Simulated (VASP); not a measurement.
HgTe:

```
CELL_PARAMETERS angstrom
0.00000 3.25680 3.25680
3.25680 0.00000 3.25680
3.25680 3.25680 0.00000
ATOMIC_POSITIONS crystal
Hg 0.00000 0.00000 0.00000
Te 0.75000 0.75000 0.75000
```

Base run:

| Property | Result |
| --- | --- |
| Program | VASP 6.6.1 |
| Functional | r2SCAN0 |
| Potentials or basis | VASP PAW PBE potentials, release 64 (Hg, Te) |
| Cutoff | 520 eV |
| k mesh | 4 × 4 × 4 |
| Occupations | fermi-dirac, width 0.05 eV |
| Spin | no spin polarisation |

Its results: band gap on the k mesh 0.74 eV; pressure 0.2 GPa.

Q: The run is repeated on the same cell with these changes: functional from r2SCAN0 to b88 exchange, pbe correlation; cutoff from 520 eV to 500 eV; k mesh from 4 × 4 × 4 to 7 × 7 × 7. What comes out?

A: Band gap on the k mesh zero (filled and empty bands touch); pressure 2.5 GPa.

Several settings changed at once.

Caveats: the PAW data sets were made with another functional, which shifts forces and pressure a little; spin-orbit coupling is left out, which moves the levels of the heavy elements; semilocal functionals underestimate gaps, so a narrow gap can read as zero (at least some runs).

